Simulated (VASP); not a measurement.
**Au: relaxation of cell and atoms with PBE**

Au:

```
CELL_PARAMETERS angstrom
1.71937 0.00318 -2.33633
-3.27021 -2.93020 -2.49135
-3.32316 3.03044 -2.53896
ATOMIC_POSITIONS crystal
Au 0.95318 0.02639 0.97783
Au 0.48262 0.51504 0.99598
Au 0.49810 0.96905 0.55465
Au 0.06610 0.48952 0.47155
```

```json
{
  "Program": "VASP 6.6.1",
  "Task": "relaxation of cell and atoms",
  "Functional": "PBE",
  "Potentials or basis": "VASP PAW PBE potentials, release 64 (Au)",
  "Cutoff": "600 eV",
  "k mesh": "8 × 4 × 4",
  "Occupations": "gaussian, width 0.2 eV",
  "Spin": "no spin polarisation",
  "Dipole correction": "no",
  "Further INCAR settings": "ALGO = Fast; EDIFF = 1e-06; IBRION = 2; EDIFFG = -0.025; NSW = 80; ISIF = 3"
}
```

The relaxed volume is 18.01 Å³/atom. The relaxed cell is a = 2.875 Å, b = 5.126 Å, c = 5.120 Å, α = 72.78°, β = 89.92°, γ = 90.03°. The space group after relaxing (to 0.1 Å) is Immm (No. 71), the energy gained by relaxing is 119.0 meV/atom and the ionic steps are 21. The pressure after relaxing is 0.1 GPa. The largest force after relaxing is 0.025 eV/Å and the band gap on the k mesh is zero (bands 22 and 23 overlap by 4.50 eV).

Forces in eV/Å, atoms in the order of the input:
```
Au   0.001 -0.005  0.002
Au   0.009  0.015  0.013
Au  -0.007 -0.003  0.009
Au  -0.003 -0.007 -0.024
```

Stress tensor (GPa, compression positive):
```
 0.12 -0.07  0.07
-0.07  0.11 -0.01
 0.07 -0.01  0.06
```

The path:
| step | energy change (eV) | largest force (eV/Å) | pressure (GPa) | volume (Å³) |
| --- | --- | --- | --- | --- |
| 1 | 0.0000 | 2.2892 | 6.20 | 71.68 |
| 2 | -0.1446 | 0.3686 | -8.42 | 79.09 |
| 3 | -0.2191 | 0.8563 | -4.12 | 76.05 |
| 4 | -0.3525 | 0.4980 | -0.48 | 73.15 |
| 5 | -0.3664 | 0.5564 | 1.62 | 71.97 |
| 6 | -0.4180 | 0.3878 | 0.21 | 72.42 |
| 7 | -0.4271 | 0.4188 | -0.30 | 72.68 |
| 8 | -0.4473 | 0.2353 | 0.06 | 72.35 |
| 9 | -0.4547 | 0.1594 | 0.55 | 72.03 |
| 10 | -0.4586 | 0.1434 | -0.98 | 72.79 |
| 11 | -0.4586 | 0.1481 | -0.83 | 72.72 |
| 12 | -0.4622 | 0.1384 | -0.67 | 72.60 |
| 13 | -0.4679 | 0.1391 | -0.24 | 72.31 |
| 14 | -0.4664 | 0.1985 | 0.85 | 71.71 |
| 15 | -0.4694 | 0.1541 | 0.15 | 72.07 |
| 16 | -0.4722 | 0.0986 | -0.02 | 72.13 |
| 17 | -0.4742 | 0.0624 | -0.24 | 72.22 |
| 18 | -0.4744 | 0.0728 | -0.28 | 72.25 |
| 19 | -0.4752 | 0.0458 | 0.47 | 71.86 |
| 20 | -0.4752 | 0.0552 | 0.29 | 71.93 |
| 21 | -0.4760 | 0.0249 | 0.10 | 72.05 |

Final structure:
```
Au
1.0
     1.72274    0.00261   -2.30133
    -3.30350   -3.03975   -2.47355
    -3.29588    3.03818   -2.47309
Au
4
Direct
  0.00037 0.00138 0.00080
  0.50024 0.50223 0.99894
  0.50169 0.99839 0.50068
  0.99769 0.49799 0.49957
```

Levels at points of the mesh, in eV from the Fermi level:
| k point | band 19 | band 20 | band 21 | band 22 | band 23 | band 24 | band 25 | band 26 |
| --- | --- | --- | --- | --- | --- | --- | --- | --- |
| (0.00, 0.00, 0.00) | -1.86 | -1.67 | -1.63 | -0.89 | -0.88 | 1.32 | 2.45 | 2.47 |
| (0.50, 0.00, 0.00) | -1.71 | -1.71 | -0.01 | 0.00 | 4.37 | 4.37 | 5.94 | 5.94 |
| (0.00, 0.50, 0.00) | -2.80 | -2.79 | -1.83 | -1.82 | 0.96 | 0.98 | 4.55 | 4.59 |
| (0.50, 0.50, 0.00) | -1.78 | -1.78 | 1.10 | 1.11 | 1.13 | 1.14 | 5.37 | 5.41 |
| (0.00, 0.00, 0.50) | -2.80 | -2.78 | -1.84 | -1.83 | 0.94 | 0.99 | 4.51 | 4.61 |
| (0.50, 0.00, 0.50) | -1.78 | -1.78 | 1.10 | 1.12 | 1.13 | 1.14 | 5.36 | 5.38 |
| (0.00, 0.50, 0.50) | -2.97 | -2.96 | -2.56 | -2.56 | -0.81 | -0.80 | 8.26 | 8.27 |
| (0.50, 0.50, 0.50) | -1.64 | -1.63 | -0.52 | -0.51 | 1.10 | 1.12 | 3.13 | 3.14 |

Run time: 9.9 min on 1 thread of Intel(R) Xeon(R) 6975P-C (Granite Rapids), on a shared host, peak memory 0.29 GiB.

Caveat: spin-orbit coupling is left out, which moves the levels of the heavy elements.
